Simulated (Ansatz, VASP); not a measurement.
**Two plane-wave programs on KBr**

```
K Br
1.0
     4.04350    0.00000    0.00000
     0.00000    4.04350    0.01011
     0.00000    0.01011    4.04350
K Br
1 1
Direct
  0.00000 0.00000 0.00000
  0.50000 0.50000 0.50000
```

Change from the starting cell: strain +0.0050 x Voigt [0, 0, 0, 1, 0, 0], atoms carried along.

Alike in both runs: task single point; functional PBEsol; k mesh 6 × 6 × 6; occupations gaussian, width 0.05 eV; no spin polarisation.

|  | VASP | Ansatz |
| --- | --- | --- |
| version | VASP 6.6.1 | Ansatz 0.2.0 |
| potentials or method | VASP PAW PBE potentials, release 64 (K_sv, Br), cutoff 520 eV | scalar-relativistic, plane waves, PAW |
| valence electrons in the cell | 16 | 16 |

|  | VASP | Ansatz | Ansatz less VASP |
| --- | --- | --- | --- |
| gap on the k mesh at the Fermi level (eV) | 3.70 | 3.71 | +0.003 |
| least direct gap on the mesh (eV) | 3.97 | 3.97 | +0.003 |
| pressure (GPa) | -1.2 | -1.2 | 0.00 |

VASP's potentials were made for PBE, not for PBEsol.
